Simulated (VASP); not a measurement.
# FeO (Wuestite) in VASP: further runs, part 3 of 3

VASP 6.6.1.

### Step 5. Elastic constants, PBEsol, collinear spin, ferromagnetic start

This run uses another cell than the first one, of 10.01 Å³/atom, 0.870 times its volume.

INCAR reads:

```
  PREC = Accurate
  ENCUT = 600
  EDIFF = 1E-8
  ISMEAR = -1
  SIGMA = 0.05
  LREAL = False
  LASPH = True
  NELM = 150
  ALGO = Normal
  ISIF = 3
  LWAVE = False
  LCHARG = False
  ISPIN = 2
  MAGMOM = 3 0
  LORBIT = 11
  LMAXMIX = 4
  GGA = PS
  NBANDS = 18
  IBRION = 6
  NFREE = 2
  POTIM = 0.015
  NSW = 1
```

KPOINTS reads:

```
regular mesh
0
Gamma
  10 10 10
```

POSCAR reads:

```
FeO
1.0
    0.0000000000      2.1554000000      2.1554000000
    2.1554000000      0.0000000000      2.1554000000
    2.1554000000      2.1554000000      0.0000000000
Fe O
1 1
Direct
    0.0000000000      0.0000000000      0.0000000000
    0.5000000000      0.5000000000      0.5000000000
```

Potentials or basis: VASP PAW PBE potentials, release 64 (Fe, O).

Launch:

```console
$ cat potpaw_PBE.64/Fe/POTCAR potpaw_PBE.64/O/POTCAR > POTCAR
$ mpirun -np 1 vasp_std > vasp.out
```

OUTCAR:

```text
PREC = Accurate
   ENCUT = 600
   EDIFF = 1E-8
   ISMEAR = -1
   LREAL = False
   LASPH = True
   NELM = 150
   ISIF = 3
   ISPIN = 2
   LORBIT = 11
   GGA = PS
   IBRION = 6
   NFREE = 2
   POTIM = 0.015
   NSW = 1

 ion  position               nearest neighbor table
   1  0.000  0.000  0.000-   2 2.16   2 2.16   2 2.16   2 2.16   2 2.16   2 2.16
   2  0.500  0.500  0.500-   1 2.16   1 2.16   1 2.16   1 2.16   1 2.16   1 2.16

  LATTYP: Found a face centered cubic cell.
 ALAT       =     4.3108000000

  Lattice vectors:

 A1 = (   0.0000000000,   2.1554000000,   2.1554000000)
 A2 = (   2.1554000000,   0.0000000000,   2.1554000000)
 A3 = (   2.1554000000,   2.1554000000,   0.0000000000)

Analysis of symmetry for initial positions (statically):
=====================================================================
 Subroutine PRICEL returns:
 Original cell was already a primitive cell.

 Routine SETGRP: Setting up the symmetry group for a
 face centered cubic supercell.

 Subroutine GETGRP returns: Found 48 space group operations
 (whereof 48 operations were pure point group operations)
 out of a pool of 48 trial point group operations.

The static configuration has the point symmetry O_h .

Analysis of symmetry for dynamics (positions and initial velocities):
=====================================================================
 Subroutine PRICEL returns:
 Original cell was already a primitive cell.

 Routine SETGRP: Setting up the symmetry group for a
 face centered cubic supercell.

 Subroutine GETGRP returns: Found 48 space group operations
 (whereof 48 operations were pure point group operations)
 out of a pool of 48 trial point group operations.

The dynamic configuration has the point symmetry O_h .

Analysis of structural, dynamic, and magnetic symmetry:
=====================================================================
 Subroutine PRICEL returns:
 Original cell was already a primitive cell.

 Routine SETGRP: Setting up the symmetry group for a
 face centered cubic supercell.

 Subroutine GETGRP returns: Found 48 space group operations
 (whereof 48 operations were pure point group operations)
 out of a pool of 48 trial point group operations.

The overall configuration has the point symmetry O_h .

 Subroutine INISYM returns: Found 48 space group operations
 (whereof 48 operations are pure point group operations),
 and found     1 'primitive' translations

----------------------------------------------------------------------------------------

                                     Primitive cell

  volume of cell :      20.0269

  direct lattice vectors                    reciprocal lattice vectors
     0.000000000  2.155400000  2.155400000    -0.231975503  0.231975503  0.231975503
[... 314 lines left out ...]
--------------------------------------- Ionic step       17  -------------------------------------------

 number of electron      14.0000000 magnetization       4.0011117

 Free energy of the ion-electron system (eV)
  ---------------------------------------------------
  ext. energy  EPLUGINS =         0.00000000
  ---------------------------------------------------
  free energy    TOTEN  =       -15.84702438 eV

  energy without entropy =      -15.83634210  energy(sigma->0) =      -15.84168324

 E-fermi :   6.0749     XC(G=0): -12.4115

 val. band max:        6.0721993015   @ k =   0.3000   0.0000   0.0000
 cond. band min:       6.0771542057   @ k =  -0.3000   0.1000   0.0000
 fundamental gap:      0.0049549042
 Fermi energy:         6.0749055124

 spin component 1

 k-point     1 :       0.0000    0.0000    0.0000
  band No.  band energies     occupation
      1     -14.6271      1.00000
      2       2.1427      1.00000
      3       2.1427      1.00000
      4       2.1840      1.00000
      5       2.1888      1.00000
      6       2.2736      1.00000
[... 493 lines left out ...]
     17      34.1975      0.00000
     18      35.3433      0.00000

 [... further k-points ...]

 spin component 2

 k-point     1 :       0.0000    0.0000    0.0000
  band No.  band energies     occupation
      1     -14.0668      1.00000
      2       2.8189      1.00000
      3       2.8207      1.00000
      4       2.8207      1.00000
      5       5.3260      1.00000
      6       5.3281      1.00000
[... 524 lines left out ...]
  FREE ENERGIE OF THE ION-ELECTRON SYSTEM (eV)
  ---------------------------------------------------
  free  energy   TOTEN  =       -15.8470243806 eV

  energy  without entropy=      -15.8363420953  energy(sigma->0) =      -15.84168324

 INTERNAL STRAIN TENSORS FROM STRAINED CELLS
 ============================================

 INTERNAL STRAIN TENSOR FOR ION    1 for displacements in x,y,z  (eV/Angst):
          X           Y           Z          XY          YZ          ZX
  --------------------------------------------------------------------------------
  x     0.00000     0.00000     0.00000    -0.00000     0.00000     0.00000
  y    -0.00000     0.00000    -0.00000    -0.00000    -0.00000     0.00000
  z     0.00000     0.00000     0.00000     0.00000    -0.00000     0.00000

 INTERNAL STRAIN TENSORS FROM DISPLACED ATOMS
 ============================================

 INTERNAL STRAIN TENSOR FOR ION    1 for displacements in x,y,z  (eV/Angst):
          X           Y           Z          XY          YZ          ZX
  --------------------------------------------------------------------------------
  x     0.00000     0.00000     0.00000     0.00000     0.00000     0.00000
  y     0.00000     0.00000     0.00000     0.00000     0.00000     0.00000
  z     0.00000     0.00000     0.00000     0.00000     0.00000     0.00000

 INTERNAL STRAIN TENSOR FOR ION    2 for displacements in x,y,z  (eV/Angst):
          X           Y           Z          XY          YZ          ZX
  --------------------------------------------------------------------------------
  x     0.00000     0.00000     0.00000     0.00000     0.00000     0.00000
  y     0.00000     0.00000     0.00000     0.00000     0.00000     0.00000
  z     0.00000     0.00000     0.00000     0.00000     0.00000     0.00000

 Eigenvectors and eigenvalues of the dynamical matrix
 ----------------------------------------------------

   1 f  =    6.825354 THz    42.884966 2PiTHz  227.669315 cm-1    28.227385 meV
             X         Y         Z           dx          dy          dz
      0.000000  0.000000  0.000000    -0.472693    0.000000    0.000000
      2.155400  2.155400  2.155400     0.881227    0.000000    0.000000
[... 21 lines left out ...]
   6 f/i=    0.006093 THz     0.038282 2PiTHz    0.203233 cm-1     0.025198 meV
             X         Y         Z           dx          dy          dz
      0.000000  0.000000  0.000000     0.000000    0.000000    0.881227
      2.155400  2.155400  2.155400     0.000000    0.000000    0.472693

--------------------------------------------------------------------------------------------------------

 ELASTIC MODULI CONTR FROM IONIC RELAXATION (kBar)
 Direction    XX          YY          ZZ          XY          YZ          ZX
 --------------------------------------------------------------------------------
 XX           0.0000      0.0000      0.0000      0.0000      0.0000      0.0000
 YY           0.0000      0.0000      0.0000      0.0000      0.0000      0.0000
 ZZ           0.0000      0.0000      0.0000      0.0000      0.0000      0.0000
 XY           0.0000      0.0000      0.0000      0.0000      0.0000      0.0000
 YZ           0.0000      0.0000      0.0000      0.0000      0.0000      0.0000
 ZX           0.0000      0.0000      0.0000      0.0000      0.0000      0.0000
 --------------------------------------------------------------------------------

 TOTAL ELASTIC MODULI (kBar)
 Direction    XX          YY          ZZ          XY          YZ          ZX
 --------------------------------------------------------------------------------
 XX        2447.9725   1458.7017   1458.7017     -0.0000      0.0000      0.0000
 YY        1458.7017   2447.9725   1458.7017      0.0000      0.0000     -0.0000
 ZZ        1458.7017   1458.7017   2447.9725     -0.0000      0.0000      0.0000
 XY          -0.0000      0.0000     -0.0000    385.0693     -0.0000      0.0000
 YZ           0.0000      0.0000      0.0000     -0.0000    385.0693      0.0000
 ZX           0.0000     -0.0000      0.0000      0.0000      0.0000    385.0693
 --------------------------------------------------------------------------------

 total charge

# of ion       s       p       d       tot
------------------------------------------
    1        0.292   0.364   6.086   6.742
    2        1.548   3.416   0.000   4.964
--------------------------------------------------
tot          1.840   3.780   6.086  11.706

 magnetization (x)

# of ion       s       p       d       tot
------------------------------------------
    1        0.026   0.021   3.564   3.611
    2        0.030   0.273   0.000   0.304
--------------------------------------------------
tot          0.056   0.294   3.564   3.915
```

OSZICAR:

```text
N       E                     dE             d eps       ncg     rms          rms(c)
DAV:   1     0.724151888734E+02    0.72415E+02   -0.73293E+03  3656   0.100E+03
DAV:   2    -0.132671798467E+02   -0.85682E+02   -0.73142E+02  3516   0.215E+02
DAV:   3    -0.181193182269E+02   -0.48521E+01   -0.47185E+01  3894   0.546E+01
[... 225 lines left out ...]
DAV:   5    -0.158470249493E+02   -0.64997E-05   -0.13668E-05  8326   0.239E-02    0.117E-02
DAV:   6    -0.158470242775E+02    0.67178E-06   -0.50044E-07  9098   0.754E-03    0.700E-03
DAV:   7    -0.158470243732E+02   -0.95663E-07   -0.66544E-07  8414   0.761E-03    0.142E-03
DAV:   8    -0.158470243832E+02   -0.10033E-07   -0.13323E-07  8160   0.248E-03    0.883E-04
DAV:   9    -0.158470243806E+02    0.26203E-08   -0.21807E-09  4274   0.329E-04
  17 F= -.15847024E+02 E0= -.15841683E+02  d E =-.106823E-01  mag=     4.0011
```

stdout:

```text
POSCAR found type information on POSCAR FeO
 POSCAR found :  2 types and       2 ions
 scaLAPACK will be used
 -----------------------------------------------------------------------------
|                                                                             |
|                                                                             |
|     You enforced a specific xc type in the INCAR file but a different       |
|     I HOPE YOU KNOW WHAT YOU ARE DOING!                                     |
[... 32 lines left out ...]
 Finite differences progress:
 bond charge predicted
 Finite differences progress:
 bond charge predicted
 Finite differences progress:
 bond charge predicted
 Finite differences progress:
 bond charge predicted
 Finite differences progress:
 bond charge predicted
 Finite differences progress:
 bond charge predicted
 Finite differences progress:
```

It took 15 min on 1 thread of Intel Xeon 6975P-C, shared host; peak memory 0.47 GiB.

What came out:

* Net moment: 4.00 μB per cell
* Site moments: Fe +3.61; O +0.30 μB
* Valence electrons inside the program's atomic spheres: Fe 6.74; O 4.96
* Elastic constants C11, C12, C44: 245, 146, 39 GPa
* Voigt bulk modulus: 179 GPa
* Highest phonon frequency at Γ, LO-TO splitting left out: 228 cm⁻¹

Phonon frequencies in cm⁻¹ (negative: imaginary):
| q point | frequencies |
| --- | --- |
| (0.000, 0.000, 0.000) | 0 0 0 228 228 228 |

Elastic tensor in Voigt notation (GPa, in the Cartesian axes of the cell as first typed):
```
245 146 146   0   0   0
146 245 146   0   0   0
146 146 245   0   0   0
  0   0   0  39   0   0
  0   0   0   0  39   0
  0   0   0   0   0  39
```

Clamped-ion elastic tensor (GPa):
```
245 146 146   0   0   0
146 245 146   0   0   0
146 146 245   0   0   0
  0   0   0  39   0   0
  0   0   0   0  39   0
  0   0   0   0   0  39
```

Caveat: the cell is under stress, which shifts elastic constants; the PAW data sets were made with another functional, which shifts forces and pressure a little; a cell with one magnetic atom can't hold antiferromagnetic order, which such compounds often take.

### Step 6. Vibrations by perturbation theory, LDA, collinear spin, ferromagnetic start

This run uses another cell than the first one, of 10.01 Å³/atom, 0.870 times its volume.

INCAR reads:

```
SYSTEM = FeO
ALGO = Normal ; EDIFF = 1E-8
ENCUT = 520 ; IBRION = 8
ISIF = 2 ; ISMEAR = -1
ISPIN = 2 ; LASPH = .TRUE.
LCHARG = .FALSE. ; LMAXMIX = 4
LORBIT = 11 ; LREAL = .FALSE.
LWAVE = .FALSE. ; MAGMOM = 3 0
NELM = 150 ; NSW = 1
PREC = Accurate ; SIGMA = 0.05
```

KPOINTS reads:

```
k-points
0
G
  8 8 8
  0 0 0
```

POSCAR is that of step 5.

Potentials or basis: VASP PAW LDA potentials, release 64 (Fe, O).

Launch:

```console
$ cat potpaw_LDA.64/Fe/POTCAR potpaw_LDA.64/O/POTCAR > POTCAR
$ mpirun -np 1 vasp_std > vasp.out
```

OUTCAR:

```text
SYSTEM = FeO
   EDIFF = 1E-8
   ENCUT = 520
   IBRION = 8
   ISIF = 2
   ISMEAR = -1
   ISPIN = 2
   LASPH = .TRUE.
   LORBIT = 11
   LREAL = .FALSE.
   NELM = 150
   NSW = 1
   PREC = Accurate

 ion  position               nearest neighbor table
   1  0.000  0.000  0.000-   2 2.16   2 2.16   2 2.16   2 2.16   2 2.16   2 2.16
   2  0.500  0.500  0.500-   1 2.16   1 2.16   1 2.16   1 2.16   1 2.16   1 2.16

  LATTYP: Found a face centered cubic cell.
 ALAT       =     4.3108000000

  Lattice vectors:

 A1 = (   0.0000000000,   2.1554000000,   2.1554000000)
 A2 = (   2.1554000000,   0.0000000000,   2.1554000000)
 A3 = (   2.1554000000,   2.1554000000,   0.0000000000)

Analysis of symmetry for initial positions (statically):
=====================================================================
 Subroutine PRICEL returns:
 Original cell was already a primitive cell.

 Routine SETGRP: Setting up the symmetry group for a
 face centered cubic supercell.

 Subroutine GETGRP returns: Found 48 space group operations
 (whereof 48 operations were pure point group operations)
 out of a pool of 48 trial point group operations.

[... 1025 lines left out ...]
 ------------------------------------
               1X          1Y          1Z          2X          2Y          2Z
  1X    -1.658249    0.000000    0.000000    1.658249    0.000000    0.000000
  1Y     0.000000   -1.658249    0.000000    0.000000    1.658249    0.000000
  1Z     0.000000    0.000000   -1.658249    0.000000    0.000000    1.658249
  2X     1.633073    0.000000    0.000000   -1.633073    0.000000    0.000000
  2Y     0.000000    1.633073    0.000000    0.000000   -1.633073    0.000000
  2Z     0.000000    0.000000    1.633073    0.000000    0.000000   -1.633073

 Eigenvectors and eigenvalues of the dynamical matrix
 ----------------------------------------------------

   1 f  =    5.674719 THz    35.655311 2PiTHz  189.288249 cm-1    23.468741 meV
             X         Y         Z           dx          dy          dz
      0.000000  0.000000  0.000000     0.000000   -0.110243   -0.461743
      2.155400  2.155400  2.155400     0.000000    0.204391    0.856075
[... 21 lines left out ...]
   6 f/i=    0.018137 THz     0.113956 2PiTHz    0.604975 cm-1     0.075007 meV
             X         Y         Z           dx          dy          dz
      0.000000  0.000000  0.000000     0.172070   -0.857724    0.096649
      2.155400  2.155400  2.155400     0.092810   -0.462633    0.052130

--------------------------------------------------------------------------------------------------------

 ELASTIC MODULI CONTR FROM IONIC RELAXATION (kBar)
 Direction    XX          YY          ZZ          XY          YZ          ZX
 --------------------------------------------------------------------------------
 XX           0.0000      0.0000      0.0000      0.0000      0.0000      0.0000
 YY           0.0000      0.0000      0.0000      0.0000      0.0000      0.0000
 ZZ           0.0000      0.0000      0.0000      0.0000      0.0000      0.0000
 XY           0.0000      0.0000      0.0000      0.0000      0.0000      0.0000
 YZ           0.0000      0.0000      0.0000      0.0000      0.0000      0.0000
 ZX           0.0000      0.0000      0.0000      0.0000      0.0000      0.0000
 --------------------------------------------------------------------------------

 total charge

# of ion       s       p       d       tot
------------------------------------------
    1        0.293   0.364   6.109   6.766
    2        1.544   3.408   0.000   4.952
--------------------------------------------------
tot          1.837   3.772   6.109  11.718

 magnetization (x)

# of ion       s       p       d       tot
------------------------------------------
    1        0.024   0.021   3.520   3.565
    2        0.030   0.285   0.000   0.315
--------------------------------------------------
tot          0.055   0.306   3.520   3.880
```

OSZICAR:

```text
N       E                     dE             d eps       ncg     rms          rms(c)
DAV:   1     0.729716555959E+02    0.72972E+02   -0.71391E+03  1604   0.127E+03
DAV:   2    -0.130144845827E+02   -0.85986E+02   -0.74357E+02  1593   0.253E+02
DAV:   3    -0.187426421708E+02   -0.57282E+01   -0.55158E+01  1748   0.729E+01
DAV:   4    -0.188114511504E+02   -0.68809E-01   -0.68691E-01  1698   0.799E+00
[... 49 lines left out ...]
RMM:  11    -0.350744659718E+00   -0.15594E-07    0.21773E-09  5003   0.315E-05    0.219E-05
RMM:  12    -0.350744551622E+00    0.10810E-06    0.14303E-09  4925   0.165E-05    0.651E-06
RMM:  13    -0.350744532892E+00    0.18731E-07    0.16543E-09  4798   0.571E-06    0.239E-06
RMM:  14    -0.350744520348E+00    0.12544E-07    0.29463E-09  4044   0.216E-06    0.560E-07
RMM:  15    -0.350744518853E+00    0.14950E-08   -0.17725E-08  2378   0.115E-06    0.189E-07
 Linear response finished
```

stdout:

```text
POSCAR found type information on POSCAR FeO
 POSCAR found :  2 types and       2 ions
 scaLAPACK will be used
 LDA part: xc-table for (Slater(with rela. corr.)+CA(PZ))
 , standard interpolation
 POSCAR, INCAR and KPOINTS ok, starting setup
 FFT: planning ... GRIDC
 FFT: planning ... GRID_SOFT
 FFT: planning ... GRID
 WAVECAR not read
 entering main loop
 Linear response reoptimize wavefunctions to high precision
 Linear response DOF=           2
 Linear response progress:
 first order change of Fermi-energy  -0.70337E-03
 force on displaced ion       1 direction 1 :  -1.658   0.000   0.000
 Linear response progress:
 first order change of Fermi-energy   0.16164E-02
 force on displaced ion       2 direction 1 :  -1.633   0.000   0.000
 Linear response finished
```

Wall time 38 s (1 thread of Intel Xeon 6975P-C (Granite Rapids), shared host); peak memory 0.2 GiB.

Results:

```
Net moment                                              : 3.99 μB per cell
Site moments                                            : Fe +3.56; O +0.32 μB
Valence electrons inside the program's atomic spheres   : Fe 6.77; O 4.95
Highest phonon frequency at Γ, LO-TO splitting left out : 189 cm⁻¹
```

Phonon frequencies in cm⁻¹ (negative: imaginary):
| q point | frequencies |
| --- | --- |
| (0.000, 0.000, 0.000) | -1 -1 -1 189 189 189 |

Caveat: the cell wasn't relaxed at this level first, which shifts response properties; a cell with one magnetic atom can't hold antiferromagnetic order, which such compounds often take.

### Step 7. Summary

| task | level | potentials or basis | U | cell | k mesh | cutoff (eV) | smearing | ions in elastic constants | gap on the mesh (eV) | pressure (GPa) | moment (μB) |
| --- | --- | --- | --- | --- | --- | --- | --- | --- | --- | --- | --- |
| single point | LDA+U | VASP PAW LDA potentials, release 64 (Fe, O) | Fe d U = 2.0 eV | a = 3.194 Å, angles 60.0°, 2 atoms | 11 × 11 × 11 | 520 | tetrahedron | - | none | -30.9 | 4.01 |
| single point | LDA+U | VASP PAW LDA potentials, release 64 (Fe, O) | Fe d U = 6.2 eV | a = 3.006 Å, angles 61.8°, 2 atoms | 11 × 11 × 11 | 520 | fermi-dirac 0.05 eV | - | none | -16.5 | 4.00 |
| relaxation of cell and atoms | LDA+U | VASP PAW LDA potentials, release 64 (Fe, O) | Fe d U = 6.2 eV | relaxed from a = 3.048 Å, angles 60.0°, 2 atoms | 11 × 11 × 11 | 600 | fermi-dirac 0.05 eV | - | none | -0.1 | 4.00 |
| elastic constants | PBEsol | VASP PAW PBE potentials, release 64 (Fe, O) | - | a = 3.048 Å, angles 60.0°, 2 atoms | 10 × 10 × 10 | 600 | fermi-dirac 0.05 eV | relaxed | - | - | 4.00 |
| vibrations by perturbation theory | LDA | VASP PAW LDA potentials, release 64 (Fe, O) | - | a = 3.048 Å, angles 60.0°, 2 atoms | 8 × 8 × 8 | 520 | fermi-dirac 0.05 eV | - | - | - | 3.99 |

Alike in all rows: spin collinear, ferromagnetic start.

Caveats: a cell with one magnetic atom can't hold antiferromagnetic order, which such compounds often take; the cell is under stress, which shifts elastic constants (some runs); the PAW data sets were made with another functional, which shifts forces and pressure a little (some runs); the cell wasn't relaxed at this level first, which shifts response properties (some runs).

Total energies depend on the potentials used, so only differences within one code and one set of settings carry meaning.
